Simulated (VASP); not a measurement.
# Si (P-3m1) in VASP: single point with PBE

Aim: the single point of Si with PBE.

All numbers are computed with VASP 6.6.1; they aren't measurements. Logs are shortened: lines on timing, memory, paths and dates and some standing lists are left out, and cuts for length are marked.

## Step 1: The cell of the first run

Symmetry: P-3m1, No. 164, trigonal system. Conventional cell: a = 2.666 Å, b = 2.666 Å, c = 4.506 Å, α = 90.00°, β = 90.00°, γ = 120.00°. Within 3.4 Å of Si (site symmetry 3m) lie 12 Si at 2.55 to 2.92 Å.

## Step 2: Single point, PBE

Input file INCAR:

```
SYSTEM = Si
ALGO = Normal
EDIFF = 1E-6
ENCUT = 500
GGA = PE
GGA_COMPAT = .FALSE.
ISIF = 2
ISMEAR = 0
LASPH = .TRUE.
LCHARG = .FALSE.
LREAL = .FALSE.
LWAVE = .FALSE.
NBANDS = 11
NELM = 120
PREC = Accurate
SIGMA = 0.1
```

Input file KPOINTS:

```
k-points
0
G
  15 15 8
  0 0 0
```

Input file POSCAR:

```
Si
1.0
    2.6655775094      0.0000000000      0.0000000000
   -1.3327887547      2.3084578389      0.0000000000
    0.0000000000      0.0000000000      4.5062692700
Si
2
Direct
    0.3333333300      0.6666666700      0.2500000000
    0.6666666700      0.3333333300      0.7999304384
```

Potentials or basis: VASP PAW PBE potentials, release 64 (Si).

The run is started by

```sh
$ cat potpaw_PBE.64/Si/POTCAR > POTCAR
$ mpirun -np 1 vasp_std > vasp.out
```

OUTCAR:

```text
SYSTEM = Si
   EDIFF = 1E-6
   ENCUT = 500
   GGA = PE
   ISIF = 2
   ISMEAR = 0
   LASPH = .TRUE.
   LREAL = .FALSE.
   NELM = 120
   PREC = Accurate

 ion  position               nearest neighbor table
   1  0.333  0.667  0.250-   2 2.55   2 2.55   2 2.55   2 2.92   2 2.92   2 2.92
   2  0.667  0.333  0.800-   1 2.55   1 2.55   1 2.55   1 2.92   1 2.92   1 2.92

  LATTYP: Found a hexagonal cell.
 ALAT       =     2.6655775094
 C/A-ratio  =     1.6905414508

  Lattice vectors:

 A1 = (   2.6655775094,   0.0000000000,   0.0000000000)
 A2 = (  -1.3327887547,   2.3084578389,   0.0000000000)
 A3 = (   0.0000000000,   0.0000000000,   4.5062692700)

Analysis of symmetry for initial positions (statically):
=====================================================================
 Subroutine PRICEL returns:
 Original cell was already a primitive cell.

 Routine SETGRP: Setting up the symmetry group for a
 hexagonal supercell.

 Subroutine GETGRP returns: Found 12 space group operations
 (whereof  6 operations were pure point group operations)
 out of a pool of 24 trial point group operations.

The static configuration has the point symmetry C_3v.
 The point group associated with its full space group is D_3d.

Analysis of symmetry for dynamics (positions and initial velocities):
=====================================================================
 Subroutine PRICEL returns:
 Original cell was already a primitive cell.

 Routine SETGRP: Setting up the symmetry group for a
 hexagonal supercell.

 Subroutine GETGRP returns: Found 12 space group operations
 (whereof  6 operations were pure point group operations)
 out of a pool of 24 trial point group operations.

The dynamic configuration has the point symmetry C_3v.
 The point group associated with its full space group is D_3d.

 Subroutine INISYM returns: Found 12 space group operations
 (whereof  6 operations are pure point group operations),
 and found     1 'primitive' translations

----------------------------------------------------------------------------------------

                                     Primitive cell

  volume of cell :      27.7288

  direct lattice vectors                    reciprocal lattice vectors
     2.665577509  0.000000000  0.000000000     0.375153225  0.216594816  0.000000000
    -1.332788755  2.308457839  0.000000000     0.000000000  0.433189631  0.000000000
     0.000000000  0.000000000  4.506269270     0.000000000  0.000000000  0.221913059

  length of vectors
[... 91 lines left out ...]
   TEBEG  =    0.0;   TEEND  =   0.0 temperature during run
   PSTRESS=    0.0 pullay stress
   NELECT =       8.0000    total number of electrons
   NUPDOWN=      -1.0000    fix difference up-down
   EMIN   =  10.00;   EMAX   =-10.00  energy-range for DOS
   EFERMI =   0.00;   METHOD = LEGACY
   ISMEAR =     0;   SIGMA  =   0.10  broadening in eV -4-tet -1-fermi 0-gaus
   EFERMI_NEDOS =   21; number of points for ismear=-14 and -15
   IALGO  =     38    algorithm
   IMIX   =      4    mixing-type and parameters
     AMIX     =   0.40;   BMIX     =  1.00
     AMIX_MAG =   1.60;   BMIX_MAG =  1.00
  volume/ion in A,a.u.               =      13.86        93.56
  Fermi-wavevector in a.u.,A,eV,Ry     =   1.081753  2.044216 15.921389  1.170189
  Thomas-Fermi vector in A             =   2.217777
   LORBIT       =      0    0 simple, 1 ext, 2 COOP (PROOUT), +10 PAW based schemes
   GGA     = PE    functional components
   LHFCALC =     F    Hartree Fock is set to
   AEXX    =    0.0000 exact exchange contribution
   IVDW    =     0    specifies the selected vdW correction
   LEPSILON=     F    determine dielectric tensor
   LRPA    =     F    only Hartree local field effects (RPA)
 non-spin polarized calculation
 Gauss-broadening in eV      SIGMA  =   0.10
  energy-cutoff  :      500.00
  volume of cell :       27.73
 maximum number of plane-waves:       726
   NGX =  9   NGY =  9   NGZ = 17

 number of electron       8.0000000 magnetization

 Free energy of the ion-electron system (eV)
  ---------------------------------------------------
  ext. energy  EPLUGINS =         0.00000000
  ---------------------------------------------------
  free energy    TOTEN  =        -9.71853081 eV

  energy without entropy =       -9.71440220  energy(sigma->0) =       -9.71646651

 E-fermi :  10.7188     XC(G=0): -11.3443

 val. band max:       10.7142576461   @ k =   0.3333   0.1333   0.1250
 cond. band min:      10.7319603855   @ k =   0.3333   0.3333   0.0000
 fundamental gap:      0.0177027394
 Fermi energy:        10.7188299063

 k-point     1 :       0.0000    0.0000    0.0000
  band No.  band energies     occupation
      1      -4.3230      2.00000
      2       2.5076      2.00000
      3       3.5041      2.00000
      4      19.5123      0.00000
      5      19.5123      0.00000
      6      20.8724      0.00000
      7      20.8724      0.00000
      8      21.5831      0.00000
      9      21.8800      0.00000
     10      24.2689      0.00000
     11      24.9665      0.00000
[... 309 lines left out ...]
 k-point    24 :       0.4000    0.2000    0.0000
  band No.  band energies     occupation
      1       2.8872      2.00000
      2       3.4432      2.00000
      3       8.3338      2.00000
      4       9.5470      2.00000
      5      10.0599      2.00000
      6      10.1187      2.00000
      7      11.4555      0.00000
      8      14.8318      0.00000
      9      16.4610      0.00000
     10      23.3910      0.00000
     11      27.8492      0.00000

 [... further k-points ...]

------------------------ aborting loop because EDIFF is reached ----------------------------------------

  FORCE on cell =-STRESS in cart. coord.  units (eV):
  Direction    XX          YY          ZZ          XY          YZ          ZX
  --------------------------------------------------------------------------------------
  -------------------------------------------------------------------------------------
  Total        0.8855359      0.8855359      1.4560751      0.0000000      0.0000000      0.0000000
  in kB       51.1665766     51.1665766     84.1325291      0.0000000      0.0000000      0.0000000
  external PRESSURE =      62.1552274 kB  Pullay stress =       0.0000000 kB

 VOLUME and BASIS-vectors are now :
 -----------------------------------------------------------------------------
  energy-cutoff  :      500.00
  volume of cell :       27.73
      direct lattice vectors                 reciprocal lattice vectors
     2.665577509  0.000000000  0.000000000     0.375153225  0.216594816  0.000000000
    -1.332788755  2.308457839  0.000000000     0.000000000  0.433189631  0.000000000
     0.000000000  0.000000000  4.506269270     0.000000000  0.000000000  0.221913059

 POSITION                                       TOTAL-FORCE (eV/Angst)
 -----------------------------------------------------------------------------------
     -0.00000      1.53897      1.12657        -0.000000      0.000000      1.111299
      1.33279      0.76949      3.60470         0.000000      0.000000     -1.111299
 -----------------------------------------------------------------------------------
    total drift:                               -0.000000      0.000000     -0.000000

  FREE ENERGIE OF THE ION-ELECTRON SYSTEM (eV)
  ---------------------------------------------------
  free  energy   TOTEN  =        -9.7185308090 eV

  energy  without entropy=       -9.7144022024  energy(sigma->0) =       -9.71646651
```

OSZICAR:

```text
N       E                     dE             d eps       ncg     rms          rms(c)
DAV:   1     0.571030397006E+01    0.57103E+01   -0.33576E+03  4224   0.594E+02
DAV:   2    -0.939742284758E+01   -0.15108E+02   -0.14536E+02  5524   0.845E+01
DAV:   3    -0.979731301534E+01   -0.39989E+00   -0.39510E+00  5452   0.112E+01
DAV:   4    -0.979884244839E+01   -0.15294E-02   -0.15293E-02  5113   0.880E-01
DAV:   5    -0.979884889917E+01   -0.64508E-05   -0.64511E-05  5439   0.517E-02    0.435E+00
DAV:   6    -0.973455413717E+01    0.64295E-01   -0.12390E-01  4690   0.147E+00    0.249E+00
DAV:   7    -0.971985784062E+01    0.14696E-01   -0.24673E-02  5248   0.760E-01    0.478E-01
DAV:   8    -0.971859066541E+01    0.12672E-02   -0.34251E-03  4781   0.297E-01    0.129E-01
DAV:   9    -0.971852991647E+01    0.60749E-04   -0.22380E-04  5173   0.855E-02    0.671E-02
DAV:  10    -0.971853080903E+01   -0.89256E-06   -0.28354E-06  5061   0.110E-02
   1 F= -.97185308E+01 E0= -.97164665E+01  d E =-.412861E-02
```

It took 15 s on 1 thread of Intel Xeon 6975P-C (Granite Rapids), shared host; peak memory 0.16 GiB.

Results:

| Property | Result |
| --- | --- |
| Free energy | -9.7185 eV |
| Pressure | 6.2 GPa |
| Largest force | 1.111 eV/Å |
| Band gap on the k mesh | zero (bands 4 and 5 overlap by 12.32 eV) |

Forces in eV/Å, atoms in the order of the input:
```
Si   0.000  0.000  1.111
Si   0.000  0.000 -1.111
```

Stress tensor (GPa, compression positive):
```
5.12 0.00 0.00
0.00 5.12 0.00
0.00 0.00 8.41
```

Levels at points of the mesh, in eV from the Fermi level:
```csv
k point,band 1,band 2,band 3,band 4,band 5,band 6,band 7,band 8
"(0.00, 0.00, 0.00)",-15.04,-8.21,-7.21,8.79,8.79,10.15,10.15,10.86
"(0.00, 0.00, 0.50)",-13.99,-12.22,0.11,1.32,9.51,9.51,10.80,10.80
```

Caveat: the cell stands under pressure; forces of over 1 eV/Å act on the atoms, so gaps and moduli don't describe the material at rest.
